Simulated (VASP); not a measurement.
Wanted: the native input for a VASP 6.6.1 run.

```
Task                   : single point
Functional             : PBEsol
Potentials or basis    : VASP PAW PBE potentials, release 64 (Ta_pv, N)
Cutoff                 : 520 eV
k mesh                 : 18 × 18 × 16
Occupations            : gaussian, width 0.15 eV
Spin                   : no spin polarisation
Dipole correction      : no
Further INCAR settings : ALGO = Normal; EDIFF = 1e-06; NBANDS = 15
```

The structure of TaN lies in POSCAR:

```
TaN
1.0
    2.8875000000      0.0000000000      0.0000000000
   -1.4437500000      2.5006483534      0.0000000000
    0.0000000000      0.0000000000      2.9784000000
Ta N
1 1
Direct
    0.3333333333      0.6666666667      0.5000000000
    0.0000000000      0.0000000000      0.0000000000
```

One way to write it, as run:

INCAR

```
SYSTEM = TaN
  PREC = Accurate
  ENCUT = 520
  EDIFF = 1E-6
  ISMEAR = 0
  SIGMA = 0.15
  LREAL = .FALSE.
  LASPH = .TRUE.
  NELM = 60
  ALGO = Normal
  ISIF = 2
  LWAVE = .FALSE.
  LCHARG = .FALSE.
  GGA = PS
  NBANDS = 15
```

KPOINTS

```
Automatic mesh
0
G
  18 18 16
  0 0 0
```

Potentials or basis: VASP PAW PBE potentials, release 64 (Ta_pv, N).

The run is started by

```sh
$ cat potpaw_PBE.64/Ta_pv/POTCAR potpaw_PBE.64/N/POTCAR > POTCAR
$ mpirun -np 1 vasp_std > vasp.out
```

It gave:

```
Pressure               : -4.2 GPa
Band gap on the k mesh : zero (band 8 reaches 8.34 eV, above the bottom of band 9 at 7.94 eV)
```

Caveat: the PAW data sets were made with another functional, which shifts forces and pressure a little; spin-orbit coupling is left out, which moves the levels of the heavy elements.

It took 28 s on 1 thread of Intel(R) Xeon(R) 6975P-C (Granite Rapids), on a shared host, peak memory 0.23 GiB.
